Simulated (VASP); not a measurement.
Runs of VASP 6.6.1 on SnO2. The structure is that of space group P-3m1 (No. 164), or close to it. The cells are those of the table. 

```tsv
level	cell	k mesh	smearing	gap on the mesh (eV)	pressure (GPa)	largest force (eV/Å)
PBE+D3(BJ)	a = 3.216, b = 3.216, c = 4.594 Å, angles 90.0, 90.0, 120.0°, 3 atoms	12 × 12 × 6	gaussian 0.02 eV	1.85	0.6	0.05
r2SCAN	a = 3.216, b = 3.216, c = 4.594 Å, angles 90.0, 90.0, 120.0°, 3 atoms	12 × 12 × 6	gaussian 0.02 eV	2.37	-3.6	(b)
PBE+D3(BJ)	a = 3.204, b = 3.204, c = 4.352 Å, angles 90.0, 90.0, 120.0°, 3 atoms	12 × 12 × 6	gaussian 0.02 eV	1.68	3.2	0.05
PBE+D3(BJ)	a = 3.215, b = 3.215, c = 4.599 Å, angles 90.0, 90.0, 120.0°, 3 atoms	6 × 6 × 4	gaussian 0.1 eV	1.87	0.7	0.05
PBE+D3(BJ)	a = 3.025, b = 3.025, c = 4.776 Å, angles 90.0, 90.0, 120.0°, 3 atoms	6 × 6 × 4	gaussian 0.1 eV	(a)	4.0	2.19
```

Alike in all rows: task single point; potentials or basis VASP PAW PBE potentials, release 64 (Sn_d, O); no spin polarisation; cutoff (eV) 520.

Q: Fill in the values left out.

A: (a) 2.20; (b) 0.42.

Caveats: spin-orbit coupling is left out, which moves the levels of the heavy elements; the PAW data sets were made with another functional, which shifts forces and pressure a little (some runs); forces of over 1 eV/Å act on the atoms, so gaps and moduli don't describe the material at rest (some runs).

A k mesh can miss the band edges, and the runs leave out spin-orbit coupling on Sn.
